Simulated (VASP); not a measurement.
# Sr (Im-3m) in VASP: settings compared

Aim: see how the results for Sr move with the level of theory and the settings. Levels: PBE-based screened hybrid with 25 % exact exchange, PBEsol. Tasks: single point.

All numbers are computed with VASP 6.6.1; they aren't measurements. Logs are shortened: lines on timing, memory, paths and dates and some standing lists are left out, and cuts for length are marked.

### 1 The cell of the first run

The structure is cubic, space group Im-3m (No. 229). Conventional cell: a = 4.870 Å, b = 4.870 Å, c = 4.870 Å, α = 90.00°, β = 90.00°, γ = 90.00°. Sr (site symmetry m-3m) has 14 Sr at 4.22 to 4.87 Å within 5.5 Å.

This isn't the form of Sr at room conditions, which is fcc.

### 2 Single point, PBE-based screened hybrid with 25 % exact exchange, non-collinear spin, zero start, spin-orbit coupling

The input, POSCAR:

```
Sr
1.0
   -2.4350000000      2.4350000000      2.4350000000
    2.4350000000     -2.4350000000      2.4350000000
    2.4350000000      2.4350000000     -2.4350000000
Sr
1
Direct
    0.0000000000      0.0000000000      0.0000000000
```

The input, INCAR.step1:

```
SYSTEM = Sr
PREC = Accurate
ENCUT = 400
EDIFF = 1E-5
ISMEAR = 0
SIGMA = 0.01
LREAL = .FALSE.
LASPH = .TRUE.
NELM = 200
ALGO = Normal
ISIF = 2
LWAVE = .TRUE.
MAGMOM = 0 0 0
LORBIT = 11
LSORBIT = .TRUE.
GGA_COMPAT = .FALSE.
LORBMOM = .TRUE.
GGA = PE
NBANDS = 21
KPAR = 4
```

The input, INCAR.step2:

```
SYSTEM = Sr
PREC = Accurate
ENCUT = 400
EDIFF = 1E-6
ISMEAR = 0
SIGMA = 0.01
LREAL = .FALSE.
LASPH = .TRUE.
NELM = 200
ALGO = Normal
ISIF = 2
LWAVE = .FALSE.
LCHARG = .TRUE.
MAGMOM = 0 0 0
LORBIT = 11
LSORBIT = .TRUE.
GGA_COMPAT = .FALSE.
LORBMOM = .TRUE.
GGA = PE
LHFCALC = .TRUE.
AEXX = 0.25
HFSCREEN = 0.3
PRECFOCK = Normal
LVHAR = .TRUE.
ISTART = 1
NBANDS = 21
KPAR = 4
```

The input, KPOINTS:

```
regular mesh
0
G
  6 6 6
  0 0 0
```

Potentials or basis: VASP PAW PBE potentials, release 64 (Sr_sv).

Run with:

```bash
$ cat potpaw_PBE.64/Sr_sv/POTCAR > POTCAR
$ cp INCAR.step1 INCAR
$ mpirun -np 4 vasp_ncl > vasp.out
$ cp INCAR.step2 INCAR
$ mpirun -np 4 vasp_ncl > vasp.out
```

OUTCAR:

```text
SYSTEM = Sr
   PREC = Accurate
   ENCUT = 400
   EDIFF = 1E-6
   ISMEAR = 0
   LREAL = .FALSE.
   LASPH = .TRUE.
   NELM = 200
   ISIF = 2
   LORBIT = 11
   LSORBIT = .TRUE.
   GGA = PE
   LHFCALC = .TRUE.
   AEXX = 0.25
   HFSCREEN = 0.3
   PRECFOCK = Normal
   ISTART = 1

 ion  position               nearest neighbor table
   1  0.000  0.000  0.000-

  LATTYP: Found a body centered cubic cell.
 ALAT       =     4.8700000000

  Lattice vectors:

 A1 = (  -2.4350000000,   2.4350000000,   2.4350000000)
 A2 = (   2.4350000000,  -2.4350000000,   2.4350000000)
 A3 = (   2.4350000000,   2.4350000000,  -2.4350000000)

Analysis of symmetry for initial positions (statically):
=====================================================================
 Subroutine PRICEL returns:
 Original cell was already a primitive cell.

 Routine SETGRP: Setting up the symmetry group for a
 body centered cubic supercell.

 Subroutine GETGRP returns: Found 48 space group operations
 (whereof 48 operations were pure point group operations)
 out of a pool of 48 trial point group operations.

The static configuration has the point symmetry O_h .

Analysis of symmetry for dynamics (positions and initial velocities):
=====================================================================
 Subroutine PRICEL returns:
 Original cell was already a primitive cell.

 Routine SETGRP: Setting up the symmetry group for a
 body centered cubic supercell.

 Subroutine GETGRP returns: Found 48 space group operations
 (whereof 48 operations were pure point group operations)
 out of a pool of 48 trial point group operations.

The dynamic configuration has the point symmetry O_h .

Analysis of structural, dynamic, and magnetic symmetry:
=====================================================================
 Subroutine PRICEL returns:
 Original cell was already a primitive cell.

 Routine SETGRP: Setting up the symmetry group for a
 body centered cubic supercell.

 Subroutine GETGRP returns: Found 48 space group operations
 (whereof 48 operations were pure point group operations)
 out of a pool of 48 trial point group operations.

The overall configuration has the point symmetry O_h .

 Subroutine INISYM returns: Found 48 space group operations
 (whereof 48 operations are pure point group operations),
 and found     1 'primitive' translations

[... 145 lines left out ...]
 Fermi energy:         1.5235090608

 k-point     1 :       0.0000    0.0000    0.0000
  band No.  band energies     occupation
      1     -38.0495      1.00000
      2     -38.0295      1.00000
      3     -19.4706      1.00000
      4     -19.4624      1.00000
      5     -18.2844      1.00000
      6     -18.2770      1.00000
[... 373 lines left out ...]
     20       6.8918      0.00000
     21       6.8956      0.00000

------------------------ aborting loop because EDIFF is reached ----------------------------------------

  FORCE on cell =-STRESS in cart. coord.  units (eV):
  Direction    XX          YY          ZZ          XY          YZ          ZX
  --------------------------------------------------------------------------------------
  -------------------------------------------------------------------------------------
  Total       -0.0947715     -0.0947715     -0.0947715      0.0000000     -0.0000000     -0.0000000
  in kB       -2.6292474     -2.6292474     -2.6292474      0.0000000     -0.0000000     -0.0000000
  external PRESSURE =      -2.6292474 kB  Pullay stress =       0.0000000 kB

 VOLUME and BASIS-vectors are now :
 -----------------------------------------------------------------------------
  energy-cutoff  :      400.00
  volume of cell :       57.75
      direct lattice vectors                 reciprocal lattice vectors
    -2.435000000  2.435000000  2.435000000     0.000000000  0.205338809  0.205338809
     2.435000000 -2.435000000  2.435000000     0.205338809  0.000000000  0.205338809
     2.435000000  2.435000000 -2.435000000     0.205338809  0.205338809  0.000000000

 POSITION                                       TOTAL-FORCE (eV/Angst)
 -----------------------------------------------------------------------------------
      0.00000      0.00000      0.00000         0.000000      0.000000      0.000000
 -----------------------------------------------------------------------------------
    total drift:                                0.000000     -0.000000      0.000000

  FREE ENERGIE OF THE ION-ELECTRON SYSTEM (eV)
  ---------------------------------------------------
  free  energy   TOTEN  =        -1.6778570759 eV

  energy  without entropy=       -1.6777589252  energy(sigma->0) =       -1.67780800

 orbital moment (x)

 # of ion     p       d       tot
 ----------------------------------------
  1         0.000  -0.000   0.000
 ----------------------------------------
            0.000  -0.000   0.000

 orbital moment (y)

 # of ion     p       d       tot
 ----------------------------------------
  1        -0.000  -0.000  -0.000
 ----------------------------------------
           -0.000  -0.000  -0.000

 orbital moment (z)

 # of ion     p       d       tot
 ----------------------------------------
  1        -0.000  -0.000  -0.000
 ----------------------------------------
           -0.000  -0.000  -0.000

 Spin-Orbit-Coupling matrix elements

 Ion:    1  E_soc:     -0.1734737
 l=   1
     0.0000000    -0.0289231    -0.0289203
    -0.0289231     0.0000000    -0.0289264
    -0.0289203    -0.0289264     0.0000000
 l=   2
     0.0000000     0.0000101     0.0000000     0.0000099     0.0000010
     0.0000101     0.0000000     0.0000008     0.0000096     0.0000003
     0.0000000     0.0000008     0.0000000     0.0000009     0.0000000
     0.0000099     0.0000096     0.0000009     0.0000000     0.0000003
     0.0000010     0.0000003     0.0000000     0.0000003     0.0000000
 l=   3
     0.0000000     0.0000000     0.0000000     0.0000000     0.0000000     0.0000000     0.0000000
     0.0000000     0.0000000     0.0000000     0.0000000     0.0000000     0.0000000     0.0000000
     0.0000000     0.0000000     0.0000000     0.0000000     0.0000000     0.0000000     0.0000000
     0.0000000     0.0000000     0.0000000     0.0000000     0.0000000     0.0000000     0.0000000
     0.0000000     0.0000000     0.0000000     0.0000000     0.0000000     0.0000000     0.0000000
     0.0000000     0.0000000     0.0000000     0.0000000     0.0000000     0.0000000     0.0000000
     0.0000000     0.0000000     0.0000000     0.0000000     0.0000000     0.0000000     0.0000000

 total charge

# of ion       s       p       d       tot
------------------------------------------
    1        2.057   5.787   0.105   7.949

 magnetization (x)

# of ion       s       p       d       tot
------------------------------------------
    1       -0.000   0.000   0.000   0.000

 magnetization (y)

# of ion       s       p       d       tot
------------------------------------------
    1       -0.000   0.000   0.000   0.000

 magnetization (z)

# of ion       s       p       d       tot
------------------------------------------
    1       -0.000   0.000   0.000   0.000
```

OSZICAR.step1:

```text
N       E                     dE             d eps       ncg     rms          rms(c)
DAV:   1     0.405923896941E+02    0.40592E+02   -0.40086E+03   680   0.662E+02
DAV:   2     0.135855659728E+01   -0.39234E+02   -0.38460E+02   802   0.167E+02
DAV:   3    -0.162616003462E+01   -0.29847E+01   -0.29461E+01  1164   0.296E+01
DAV:   4    -0.169626409406E+01   -0.70104E-01   -0.69936E-01   904   0.373E+00
DAV:   5    -0.169744774504E+01   -0.11837E-02   -0.11833E-02   935   0.428E-01    0.178E+01
DAV:   6    -0.169937689295E+01   -0.19291E-02   -0.73001E-03   837   0.956E-01    0.105E+01
DAV:   7    -0.170062145244E+01   -0.12446E-02   -0.25489E-03   858   0.539E-01    0.598E+00
DAV:   8    -0.170146330747E+01   -0.84186E-03   -0.43041E-03   772   0.702E-01    0.219E-01
DAV:   9    -0.170154656656E+01   -0.83259E-04   -0.85425E-04  1149   0.156E-01    0.494E-02
DAV:  10    -0.170156205061E+01   -0.15484E-04   -0.13358E-05   754   0.252E-02    0.281E-02
DAV:  11    -0.170157961067E+01   -0.17560E-04   -0.65239E-06   644   0.213E-02    0.145E-02
DAV:  12    -0.170157951552E+01    0.95147E-07   -0.18864E-07   476   0.406E-03
   1 F= -.17015795E+01 E0= -.17014262E+01  d E =-.306575E-03  mag=     0.0000    -0.0000     0.0000
```

Wall time 32 min (4 MPI ranks of Intel Xeon Platinum 8259CL at 2.50GHz (Skylake/Cascade Lake), shared host); peak memory 0.36 GiB.

Results:

```yaml
Free_energy: -1.6779 eV
Pressure: -0.3 GPa
Net_moment: 0.13 μB per cell
Valence_electrons_inside_the_program's_atomic_spheres: Sr 7.95
```

Moments on the atoms (μB; x, y, z):
```
Sr  0.00 0.00 0.00
```

Caveat: a moment this small can come from the mesh or the smearing; the PAW data sets were made with another functional, which shifts forces and pressure a little.

### 3 Single point, PBEsol, non-collinear spin, zero start, spin-orbit coupling

The input, INCAR:

```
SYSTEM = Sr
GGA = PS
LSORBIT = .TRUE.
MAGMOM = 0 0 0
LORBIT = 11
ISMEAR = 1
SIGMA = 0.1
LWAVE = .FALSE.
LCHARG = .FALSE.
ISIF = 2
PREC = Accurate
LASPH = .TRUE.
LREAL = .FALSE.
ALGO = Normal
EDIFF = 1E-6
NELM = 200
GGA_COMPAT = .FALSE.
ENCUT = 450
```

The input, KPOINTS:

```
k-points
0
Gamma
  10 10 10
```

POSCAR is that of step 2.

Potentials or basis: VASP PAW PBE potentials, release 64 (Sr_sv).

Run with:

```bash
$ cat potpaw_PBE.64/Sr_sv/POTCAR > POTCAR
$ mpirun -np 1 vasp_ncl > vasp.out
```

OUTCAR:

```text
SYSTEM = Sr
   GGA = PS
   LSORBIT = .TRUE.
   LORBIT = 11
   ISMEAR = 1
   ISIF = 2
   PREC = Accurate
   LASPH = .TRUE.
   LREAL = .FALSE.
   EDIFF = 1E-6
   NELM = 200
   ENCUT = 450

 Found     47 irreducible k-points:

 Following reciprocal coordinates:
            Coordinates               Weight
  0.000000  0.000000  0.000000      1.000000
  0.100000  0.000000  0.000000     12.000000
  0.200000  0.000000  0.000000     12.000000
  0.300000  0.000000  0.000000     12.000000
  0.400000  0.000000  0.000000     12.000000
  0.500000  0.000000  0.000000      6.000000
   k-points           NKPTS =     47   k-points in BZ     NKDIM =     47   number of bands    NBANDS=     18
   number of dos      NEDOS =    301   number of ions     NIONS =      1
   total plane-waves  NPLWV =  27000
   dimension x,y,z NGX =    30 NGY =   30 NGZ =   30
   dimension x,y,z NGXF=    60 NGYF=   60 NGZF=   60
   ions per type =               1
   NGX,Y,Z   is equivalent  to a cutoff of  11.83, 11.83, 11.83 a.u.
   NGXF,Y,Z  is equivalent  to a cutoff of  23.65, 23.65, 23.65 a.u.
 SYSTEM =  Sr
   PREC   = accura    normal or accurate (medium, high low for compatibility)
   ISTART =      0    job   : 0-new  1-cont  2-samecut
   ICHARG =      2    charge: 1-file 2-atom 10-const
   ISPIN  =      1    spin polarized calculation?
   LNONCOLLINEAR =      T non collinear calculations
   LSORBIT =      T    spin-orbit coupling
   LASPH  =      T    aspherical Exc in radial PAW
   ENCUT  =  450.0 eV  33.07 Ry    5.75 a.u.   7.29  7.29  7.29*2*pi/ulx,y,z
   NELM   =    200;   NELMIN=  2; NELMDL= -5     # of ELM steps
   EDIFF  = 0.1E-05   stopping-criterion for ELM
   LREAL  =      F    real-space projection
[... 7 lines left out ...]
   TEBEG  =    0.0;   TEEND  =   0.0 temperature during run

   SCALEE = 1.0000    scale energy and forces
   PSTRESS=    0.0 pullay stress
   NELECT =      10.0000    total number of electrons
   NUPDOWN=      -1.0000    fix difference up-down
   EMIN   =  10.00;   EMAX   =-10.00  energy-range for DOS
   EFERMI =   0.00;   METHOD = LEGACY
   ISMEAR =     1;   SIGMA  =   0.10  broadening in eV -4-tet -1-fermi 0-gaus
   EFERMI_NEDOS =   21; number of points for ismear=-14 and -15
   IALGO  =     38    algorithm
   IMIX   =      4    mixing-type and parameters
[... 169 lines left out ...]
     17       5.3744      0.00000
     18       5.3744      0.00000

 [... further k-points ...]

------------------------ aborting loop because EDIFF is reached ----------------------------------------

  FORCE on cell =-STRESS in cart. coord.  units (eV):
  Direction    XX          YY          ZZ          XY          YZ          ZX
  --------------------------------------------------------------------------------------
  -------------------------------------------------------------------------------------
  Total       -0.4837953     -0.4837953     -0.4837953      0.0000000     -0.0000000      0.0000000
  in kB      -13.4219424    -13.4219424    -13.4219424      0.0000000     -0.0000000      0.0000000
  external PRESSURE =     -13.4219424 kB  Pullay stress =       0.0000000 kB

 VOLUME and BASIS-vectors are now :
 -----------------------------------------------------------------------------
  energy-cutoff  :      450.00
  volume of cell :       57.75
      direct lattice vectors                 reciprocal lattice vectors
    -2.435000000  2.435000000  2.435000000     0.000000000  0.205338809  0.205338809
     2.435000000 -2.435000000  2.435000000     0.205338809  0.000000000  0.205338809
     2.435000000  2.435000000 -2.435000000     0.205338809  0.205338809  0.000000000

 POSITION                                       TOTAL-FORCE (eV/Angst)
 -----------------------------------------------------------------------------------
      0.00000      0.00000      0.00000         0.000000      0.000000     -0.000000
 -----------------------------------------------------------------------------------
    total drift:                                0.000000      0.000000      0.000000

  FREE ENERGIE OF THE ION-ELECTRON SYSTEM (eV)
  ---------------------------------------------------
  free  energy   TOTEN  =        -1.8977536448 eV

  energy  without entropy=       -1.8992080159  energy(sigma->0) =       -1.89823844

 Spin-Orbit-Coupling matrix elements

 Ion:    1  E_soc:     -0.1782535
 l=   1
     0.0000000    -0.0297103    -0.0297103
    -0.0297103     0.0000000    -0.0297103
    -0.0297103    -0.0297103     0.0000000
 l=   2
     0.0000000     0.0000024     0.0000000     0.0000024    -0.0000010
     0.0000024     0.0000000    -0.0000008     0.0000024    -0.0000003
     0.0000000    -0.0000008     0.0000000    -0.0000008     0.0000000
     0.0000024     0.0000024    -0.0000008     0.0000000    -0.0000003
    -0.0000010    -0.0000003     0.0000000    -0.0000003     0.0000000
 l=   3
     0.0000000     0.0000000     0.0000000     0.0000000     0.0000000     0.0000000     0.0000000
     0.0000000     0.0000000     0.0000000     0.0000000     0.0000000     0.0000000     0.0000000
     0.0000000     0.0000000     0.0000000     0.0000000     0.0000000     0.0000000     0.0000000
     0.0000000     0.0000000     0.0000000     0.0000000     0.0000000     0.0000000     0.0000000
     0.0000000     0.0000000     0.0000000     0.0000000     0.0000000     0.0000000     0.0000000
     0.0000000     0.0000000     0.0000000     0.0000000     0.0000000     0.0000000     0.0000000
     0.0000000     0.0000000     0.0000000     0.0000000     0.0000000     0.0000000     0.0000000

 total charge

# of ion       s       p       d       tot
------------------------------------------
    1        2.062   5.700   0.129   7.891

 magnetization (x)

# of ion       s       p       d       tot
------------------------------------------
    1        0.000   0.000   0.000   0.000

 magnetization (y)

# of ion       s       p       d       tot
------------------------------------------
    1        0.000  -0.000  -0.000   0.000

 magnetization (z)

# of ion       s       p       d       tot
------------------------------------------
    1       -0.000   0.000  -0.000  -0.000
```

OSZICAR:

```text
N       E                     dE             d eps       ncg     rms          rms(c)
DAV:   1     0.455827502169E+02    0.45583E+02   -0.41815E+03  1692   0.839E+02
DAV:   2     0.133766349856E+01   -0.44245E+02   -0.43617E+02  2168   0.199E+02
DAV:   3    -0.183936365563E+01   -0.31770E+01   -0.31538E+01  3038   0.369E+01
DAV:   4    -0.189726497535E+01   -0.57901E-01   -0.57838E-01  2328   0.431E+00
DAV:   5    -0.189843096999E+01   -0.11660E-02   -0.11656E-02  2576   0.464E-01    0.187E+01
DAV:   6    -0.189769873273E+01    0.73224E-03   -0.64803E-03  2292   0.110E+00    0.110E+01
DAV:   7    -0.189765753853E+01    0.41194E-04   -0.23612E-03  2206   0.627E-01    0.628E+00
DAV:   8    -0.189767686899E+01   -0.19330E-04   -0.41919E-03  2204   0.825E-01    0.203E-01
DAV:   9    -0.189773041784E+01   -0.53549E-04   -0.67061E-04  2954   0.171E-01    0.560E-02
DAV:  10    -0.189774460666E+01   -0.14189E-04   -0.18052E-05  2306   0.261E-02    0.259E-02
DAV:  11    -0.189775362400E+01   -0.90173E-05   -0.29551E-06  1792   0.205E-02    0.131E-02
DAV:  12    -0.189775364479E+01   -0.20786E-07   -0.98675E-08  1288   0.307E-03
   1 F= -.18977536E+01 E0= -.18982384E+01  d E =0.145437E-02  mag=    -0.0000     0.0000    -0.0000
```

It took 82 s on 1 thread of Intel Xeon Platinum 8488C (Sapphire Rapids), shared host; peak memory 0.3 GiB.

What came out:

```yaml
Free_energy: -1.8978 eV
Pressure: -1.3 GPa
Net_moment: 0.00 μB per cell
Valence_electrons_inside_the_program's_atomic_spheres: Sr 7.89
```

Moments on the atoms (μB; x, y, z):
```
Sr  0.00 0.00 0.00
```

Caveat: the PAW data sets were made with another functional, which shifts forces and pressure a little.
